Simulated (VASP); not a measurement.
# MgF2 (P4_2/mnm) in VASP: settings compared

The runs below take MgF2 through relaxation of cell and atoms, with LDA, r2SCAN.

Everything below comes from runs of VASP 6.6.1. Logs are shortened: lines on timing, memory, paths and dates and some standing lists are left out, and cuts for length are marked.

### 1 The cell of the first run

It takes space group P4_2/mnm (No. 136, tetragonal). The conventional cell has a = 4.698 Å, b = 4.698 Å, c = 3.093 Å, α = 90.00°, β = 90.00°, γ = 90.00°. Mg (site symmetry mmm) has 6 F at 2.02 Å within 2.7 Å. Within 2.7 Å of F (site symmetry m2m) lie 3 Mg at 2.02 Å and 1 F at 2.61 Å.

### 2 Relaxation of cell and atoms, LDA

Input file INCAR:

```
PREC = Accurate
ENCUT = 600
EDIFF = 1E-7
ISMEAR = -1
SIGMA = 0.02
LREAL = F
LASPH = T
NELM = 120
ALGO = Normal
ISIF = 3
LWAVE = F
LCHARG = F
IBRION = 2
NSW = 80
EDIFFG = -0.005
GGA_COMPAT = F
NELMIN = 4
```

Input file KPOINTS:

```
Automatic mesh
0
Gamma
  6 6 8
```

Input file POSCAR:

```
MgF2
1.0
    4.6975999621      0.0000000000      0.0000000000
    0.0000000000      4.6975999621      0.0000000000
    0.0000000000      0.0000000000      3.0930660725
Mg F
2 4
Direct
    0.0000000000      0.0000000000      0.0000000000
    0.5000000000      0.5000000000      0.5000000000
    0.3035644555      0.3035644555      0.0000000000
    0.1964355445      0.8035644555      0.5000000000
    0.6964355445      0.6964355445      0.0000000000
    0.8035644555      0.1964355445      0.5000000000
```

Potentials or basis: VASP PAW LDA potentials, release 64 (Mg, F).

Started as:

```sh
> cat potpaw_LDA.64/Mg/POTCAR potpaw_LDA.64/F/POTCAR > POTCAR
> mpirun -np 1 vasp_std > vasp.out
```

OUTCAR:

```text
PREC = Accurate
   ENCUT = 600
   EDIFF = 1E-7
   ISMEAR = -1
   LREAL = F
   LASPH = T
   NELM = 120
   ISIF = 3
   IBRION = 2
   NSW = 80
   EDIFFG = -0.005
   NELMIN = 4

 ion  position               nearest neighbor table
   1  0.000  0.000  0.000-   3 2.02   5 2.02   4 2.02   6 2.02   4 2.02   6 2.02
   2  0.500  0.500  0.500-   4 2.02   6 2.02   5 2.02   3 2.02   3 2.02   5 2.02
   3  0.304  0.304  0.000-   1 2.02   2 2.02   2 2.02
   4  0.196  0.804  0.500-   2 2.02   1 2.02   1 2.02
   5  0.696  0.696  0.000-   1 2.02   2 2.02   2 2.02
   6  0.804  0.196  0.500-   2 2.02   1 2.02   1 2.02

  LATTYP: Found a simple tetragonal cell.
 ALAT       =     4.6975999621
 C/A-ratio  =     0.6584353920

  Lattice vectors:

 A1 = (   4.6975999621,   0.0000000000,   0.0000000000)
 A2 = (   0.0000000000,   4.6975999621,   0.0000000000)
 A3 = (   0.0000000000,   0.0000000000,   3.0930660725)

Analysis of symmetry for initial positions (statically):
=====================================================================
 Subroutine PRICEL returns:
 Original cell was already a primitive cell.

 Routine SETGRP: Setting up the symmetry group for a
 simple tetragonal supercell.

 Subroutine GETGRP returns: Found 16 space group operations
 (whereof  8 operations were pure point group operations)
 out of a pool of 16 trial point group operations.

The static configuration has the point symmetry D_2h.
 The point group associated with its full space group is D_4h.

Analysis of symmetry for dynamics (positions and initial velocities):
=====================================================================
 Subroutine PRICEL returns:
 Original cell was already a primitive cell.

 Routine SETGRP: Setting up the symmetry group for a
 simple tetragonal supercell.

 Subroutine GETGRP returns: Found 16 space group operations
 (whereof  8 operations were pure point group operations)
 out of a pool of 16 trial point group operations.

The dynamic configuration has the point symmetry D_2h.
 The point group associated with its full space group is D_4h.

 Subroutine INISYM returns: Found 16 space group operations
 (whereof  8 operations are pure point group operations),
 and found     1 'primitive' translations

----------------------------------------------------------------------------------------

                                     Primitive cell

  volume of cell :      68.2561

  direct lattice vectors                    reciprocal lattice vectors
     4.697599962  0.000000000  0.000000000     0.212874661  0.000000000  0.000000000
     0.000000000  4.697599962  0.000000000     0.000000000  0.212874661  0.000000000
     0.000000000  0.000000000  3.093066073     0.000000000  0.000000000  0.323303795

  length of vectors
     4.697599962  4.697599962  3.093066073     0.212874661  0.212874661  0.323303795

  position of ions in fractional coordinates (direct lattice)
     0.000000000  0.000000000  0.000000000
     0.500000000  0.500000000  0.500000000
     0.303564456  0.303564456  0.000000000
     0.196435544  0.803564456  0.500000000
     0.696435544  0.696435544  0.000000000
     0.803564456  0.196435544  0.500000000

  ion indices of the primitive-cell ions
   primitive index   ion index
                 1           1
                 2           2
                 3           3
                 4           4
                 5           5
                 6           6

----------------------------------------------------------------------------------------

 KPOINTS: Automatic mesh

Automatic generation of k-mesh.
 Grid dimensions read from file:
 generate k-points for:    6    6    8

 Generating k-lattice:

  Cartesian coordinates                     Fractional coordinates (reciprocal lattice)
     0.035479110  0.000000000  0.000000000     0.166666667  0.000000000  0.000000000
     0.000000000  0.035479110  0.000000000     0.000000000  0.166666667  0.000000000
     0.000000000  0.000000000  0.040412974     0.000000000  0.000000000  0.125000000

  Length of vectors
     0.035479110  0.035479110  0.040412974

  Shift w.r.t. Gamma in fractional coordinates (k-lattice)
     0.000000000  0.000000000  0.000000000

 Subroutine IBZKPT returns following result:
 ===========================================

 Found     50 irreducible k-points:

 Following reciprocal coordinates:
            Coordinates               Weight
  0.000000  0.000000  0.000000      1.000000
  0.166667  0.000000  0.000000      4.000000
  0.333333  0.000000  0.000000      4.000000
  0.500000  0.000000  0.000000      2.000000
  0.166667  0.166667  0.000000      4.000000
  0.333333  0.166667  0.000000      8.000000
[... 16 lines left out ...]
  0.333333  0.000000  0.250000      8.000000
  0.500000  0.000000  0.250000      4.000000
 [... further k-points ...]
   k-points           NKPTS =     50   k-points in BZ     NKDIM =     50   number of bands    NBANDS=     20
   number of dos      NEDOS =    301   number of ions     NIONS =      6
   total plane-waves  NPLWV =  44800
   dimension x,y,z NGX =    40 NGY =   40 NGZ =   28
   dimension x,y,z NGXF=    80 NGYF=   80 NGZF=   56
   ions per type =               2   4
   NGX,Y,Z   is equivalent  to a cutoff of  14.16, 14.16, 15.05 a.u.
   NGXF,Y,Z  is equivalent  to a cutoff of  28.31, 28.31, 30.10 a.u.
 SYSTEM =  unknown system
   PREC   = accura    normal or accurate (medium, high low for compatibility)
   ISTART =      0    job   : 0-new  1-cont  2-samecut
   ICHARG =      2    charge: 1-file 2-atom 10-const
   ISPIN  =      1    spin polarized calculation?
   LNONCOLLINEAR =      F non collinear calculations
   LSORBIT =      F    spin-orbit coupling
   LASPH  =      T    aspherical Exc in radial PAW
   ENCUT  =  600.0 eV  44.10 Ry    6.64 a.u.   9.38  9.38  6.18*2*pi/ulx,y,z
   NELM   =    120;   NELMIN=  4; NELMDL= -5     # of ELM steps
   EDIFF  = 0.1E-06   stopping-criterion for ELM
   LREAL  =      F    real-space projection
   EDIFFG = -.5E-02   stopping-criterion for IOM
   NSW    =     80    number of steps for IOM
   IBRION =      2    ionic relax: 0-MD 1-quasi-New 2-CG
   NFREE  =      1    steps in history (QN), initial steepest desc. (CG)
   ISIF   =      3    stress and relaxation
   ISYM   =      2    0-nonsym 1-usesym 2-fastsym
   POTIM  = 0.5000    time-step for ionic-motion
   TEBEG  =    0.0;   TEEND  =   0.0 temperature during run
   PSTRESS=    0.0 pullay stress
   NELECT =      32.0000    total number of electrons
   NUPDOWN=      -1.0000    fix difference up-down
   EMIN   =  10.00;   EMAX   =-10.00  energy-range for DOS
   EFERMI =   0.00;   METHOD = LEGACY
   ISMEAR =    -1;   SIGMA  =   0.02  broadening in eV -4-tet -1-fermi 0-gaus
   EFERMI_NEDOS =   21; number of points for ismear=-14 and -15
   IALGO  =     38    algorithm
   IMIX   =      4    mixing-type and parameters
     AMIX     =   0.40;   BMIX     =  1.00
     AMIX_MAG =   1.60;   BMIX_MAG =  1.00
  volume/ion in A,a.u.               =      11.38        76.77
  Fermi-wavevector in a.u.,A,eV,Ry     =   1.271777  2.403311 22.006301  1.617418
  Thomas-Fermi vector in A             =   2.404692
   LORBIT       =      0    0 simple, 1 ext, 2 COOP (PROOUT), +10 PAW based schemes
   GGA     = CA    functional components
   LHFCALC =     F    Hartree Fock is set to
   AEXX    =    0.0000 exact exchange contribution
   IVDW    =     0    specifies the selected vdW correction
   LEPSILON=     F    determine dielectric tensor
   LRPA    =     F    only Hartree local field effects (RPA)
 conjugate gradient relaxation of ions
 non-spin polarized calculation
  energy-cutoff  :      600.00
  volume of cell :       68.26
 maximum number of plane-waves:      2308
 NGX is ok and might be reduce to    40
   NGX = 19   NGY = 19   NGZ = 13

--------------------------------------- Ionic step        1  -------------------------------------------

 number of electron      31.9999995 magnetization

 Free energy of the ion-electron system (eV)
  ---------------------------------------------------
  ext. energy  EPLUGINS =         0.00000000
  ---------------------------------------------------
  free energy    TOTEN  =       -34.88208220 eV

  energy without entropy =      -34.88208220  energy(sigma->0) =      -34.88208220

------------------------ aborting loop because EDIFF is reached ----------------------------------------

  FORCE on cell =-STRESS in cart. coord.  units (eV):
  Direction    XX          YY          ZZ          XY          YZ          ZX
  --------------------------------------------------------------------------------------
  -------------------------------------------------------------------------------------
  Total       -4.2375372     -4.2375372     -4.4587596      0.0000000      0.0000000      0.0000000
  in kB      -99.4678761    -99.4678761   -104.6606386      0.0000000      0.0000000      0.0000000
  external PRESSURE =    -101.1987970 kB  Pullay stress =       0.0000000 kB
[... 225 lines left out ...]
  energy  without entropy=      -35.1210195649  energy(sigma->0) =      -35.12101956

--------------------------------------- Ionic step        7  -------------------------------------------

 number of electron      32.0000000 magnetization

 Free energy of the ion-electron system (eV)
  ---------------------------------------------------
  ext. energy  EPLUGINS =         0.00000000
  ---------------------------------------------------
  free energy    TOTEN  =       -35.12105405 eV

  energy without entropy =      -35.12105405  energy(sigma->0) =      -35.12105405

 E-fermi :  -0.7801     XC(G=0): -10.7767

 val. band max:       -1.1961600816   @ k =   0.0000   0.0000   0.0000
 cond. band min:       5.9939882945   @ k =   0.0000   0.0000   0.0000
 fundamental gap:      7.1901483761
 Fermi energy:        -0.7800657139

 k-point     1 :       0.0000    0.0000    0.0000
  band No.  band energies     occupation
      1     -21.8254      2.00000
      2     -20.8364      2.00000
      3     -20.8364      2.00000
      4     -20.7215      2.00000
      5      -5.6221      2.00000
      6      -4.0563      2.00000
[... 12 lines left out ...]
     19      11.0393      0.00000
[... 513 lines left out ...]
      4     -20.7420      2.00000
      5      -4.5677      2.00000
      6      -4.5677      2.00000
[... 12 lines left out ...]
     19      13.3932      0.00000
     20      13.3932      0.00000

 [... further k-points ...]

------------------------ aborting loop because EDIFF is reached ----------------------------------------

  FORCE on cell =-STRESS in cart. coord.  units (eV):
  Direction    XX          YY          ZZ          XY          YZ          ZX
  --------------------------------------------------------------------------------------
  -------------------------------------------------------------------------------------
  Total       -0.0221426     -0.0221426      0.0236262     -0.0000000      0.0000000      0.0000000
  in kB       -0.5781298     -0.5781298      0.6168643     -0.0000000      0.0000000      0.0000000
  external PRESSURE =      -0.1797985 kB  Pullay stress =       0.0000000 kB
[... 21 lines left out ...]
  FREE ENERGIE OF THE ION-ELECTRON SYSTEM (eV)
  ---------------------------------------------------
  free  energy   TOTEN  =       -35.1210540546 eV

  energy  without entropy=      -35.1210540546  energy(sigma->0) =      -35.12105405

 reached required accuracy - stopping structural energy minimisation
```

It took 1.8 min on 1 thread of AMD EPYC 9R45 (Zen 5), shared host; peak memory 0.2 GiB.

What came out:

| Property | Result |
| --- | --- |
| Free energy | -35.1211 eV |
| Relaxed volume | 10.23 Å³/atom |
| Relaxed cell | a = 4.524 Å, b = 4.524 Å, c = 2.998 Å, α = 90.00°, β = 90.00°, γ = 90.00° |
| Space group after relaxing (to 0.1 Å) | P4_2/mnm (No. 136) |
| Energy gained by relaxing | 39.8 meV/atom |
| Ionic steps | 7 |
| Pressure after relaxing | 0.0 GPa |
| Largest force after relaxing | 0.003 eV/Å |
| Band gap on the k mesh | 7.19 eV |

Forces on the atoms (eV/Å):
```
Mg   0.000  0.000  0.000
Mg   0.000  0.000  0.000
F    0.002  0.002  0.000
F   -0.002  0.002  0.000
F   -0.002 -0.002  0.000
F    0.002 -0.002  0.000
```

Step by step:
```
step  energy change (eV)  largest force (eV/Å)  pressure (GPa)  volume (Å³)
   1              0.0000                0.0717          -10.12        68.26
   2             -0.2338                0.1586            0.20        61.40
   3             -0.2340                0.1529           -0.08        61.53
   4             -0.2385                0.0406           -0.01        61.39
   5             -0.2389                0.0085            0.05        61.33
   6             -0.2389                0.0055            0.05        61.33
   7             -0.2390                0.0033           -0.02        61.36
```

Final structure:
```yaml
crystal:
  lattice:
    - [4.52418, 0.00000, 0.00000]
    - [0.00000, 4.52418, 0.00000]
    - [0.00000, 0.00000, 2.99802]
  atoms:
    - { symbol: Mg, position: [0.00000, 0.00000, 0.00000] }
    - { symbol: Mg, position: [0.50000, 0.50000, 0.50000] }
    - { symbol: F, position: [0.30254, 0.30254, 0.00000] }
    - { symbol: F, position: [0.19746, 0.80254, 0.50000] }
    - { symbol: F, position: [0.69746, 0.69746, 0.00000] }
    - { symbol: F, position: [0.80254, 0.19746, 0.50000] }
```

Levels at points of the mesh, in eV from the valence-band top:
```csv
k point,band 14,band 15,band 16,band 17,band 18,band 19
"(0.00, 0.00, 0.00)",-0.33,-0.33,0.00,7.19,12.24,12.24
"(0.50, 0.00, 0.00)",-1.05,-0.42,-0.42,9.66,9.66,13.49
"(0.50, 0.50, 0.00)",-1.04,-0.87,-0.87,11.36,11.36,11.53
"(0.00, 0.00, 0.50)",-1.33,-0.95,-0.95,11.98,11.98,14.93
"(0.50, 0.00, 0.50)",-0.80,-0.74,-0.74,12.84,12.84,13.66
"(0.50, 0.50, 0.50)",-0.68,-0.51,-0.51,13.23,13.23,13.61
```

### 3 Relaxation of cell and atoms, r2SCAN

POSCAR is that of step 2.

Input file INCAR.step1:

```
ALGO = Normal
EDIFF = 1E-5
EDIFFG = -0.005
ENCUT = 660
GGA = PE
GGA_COMPAT = False
IBRION = 2
ISIF = 3
ISMEAR = -1
LASPH = True
LCHARG = False
LREAL = False
LWAVE = True
NELM = 120
NELMIN = 4
NSW = 100
PREC = Accurate
SIGMA = 0.02
```

Input file INCAR.step2:

```
ALGO = Normal
EDIFF = 1E-7
EDIFFG = -0.005
ENCUT = 660
GGA_COMPAT = False
IBRION = 2
ISIF = 3
ISMEAR = -1
ISTART = 1
LASPH = True
LCHARG = False
LMIXTAU = True
LREAL = False
LWAVE = False
METAGGA = R2SCAN
NELM = 120
NELMIN = 4
NSW = 80
PREC = Accurate
SIGMA = 0.02
```

Input file KPOINTS:

```
k-points
0
Gamma
  6 6 8
```

Potentials or basis: VASP PAW PBE potentials, release 64 (Mg, F).

Started as:

```sh
> cat potpaw_PBE.64/Mg/POTCAR potpaw_PBE.64/F/POTCAR > POTCAR
> cp INCAR.step1 INCAR
> mpirun -np 1 vasp_std > vasp.out
> cp INCAR.step2 INCAR
> mpirun -np 1 vasp_std > vasp.out
```

It took 11 min on 1 thread of AMD EPYC 9R45 (Zen 5), shared host; peak memory 0.25 GiB.

The run converged. Its results:

- Free energy: -43.8744 eV
- Relaxed volume: 10.70 Å³/atom
- Relaxed cell: a = 4.601 Å, b = 4.601 Å, c = 3.033 Å, α = 90.00°, β = 90.00°, γ = 90.00°
- Space group after relaxing (to 0.1 Å): P4_2/mnm (No. 136)
- Energy gained by relaxing: 13.2 meV/atom
- Ionic steps: 5
- Pressure after relaxing: 0.0 GPa
- Band gap on the k mesh: 8.13 eV

Step by step:
```csv
step,energy change (eV),largest force (eV/Å),pressure (GPa),volume (Å³)
1,0.0000,0.0356,-5.95,68.26
2,-0.0773,0.0932,0.27,64.16
3,-0.0774,0.0872,-0.03,64.33
4,-0.0787,0.0332,-0.01,64.26
5,-0.0789,0.0005,0.02,64.22
```

Final structure:
```
CELL_PARAMETERS angstrom
4.60130 0.00000 0.00000
0.00000 4.60130 0.00000
0.00000 0.00000 3.03319
ATOMIC_POSITIONS crystal
Mg 0.00000 0.00000 0.00000
Mg 0.50000 0.50000 0.50000
F 0.30280 0.30280 0.00000
F 0.19720 0.80280 0.50000
F 0.69720 0.69720 0.00000
F 0.80280 0.19720 0.50000
```

Levels at points of the mesh, in eV from the valence-band top:
```csv
k point,band 13,band 14,band 15,band 16,band 17,band 18,band 19,band 20
"(0.00, 0.00, 0.00)",-0.73,-0.32,-0.32,0.00,8.13,13.37,13.37,14.89
"(0.50, 0.00, 0.00)",-0.99,-0.99,-0.39,-0.39,10.58,10.58,14.66,14.66
"(0.50, 0.50, 0.00)",-0.96,-0.96,-0.80,-0.80,12.33,12.33,12.48,12.48
"(0.00, 0.00, 0.50)",-1.19,-1.19,-0.88,-0.88,13.00,13.00,16.17,16.17
"(0.50, 0.00, 0.50)",-0.75,-0.75,-0.69,-0.69,13.90,13.90,14.72,14.72
"(0.50, 0.50, 0.50)",-0.64,-0.64,-0.49,-0.49,14.36,14.36,14.70,14.70
```

Caveat: the PAW data sets were made with another functional, which shifts forces and pressure a little.
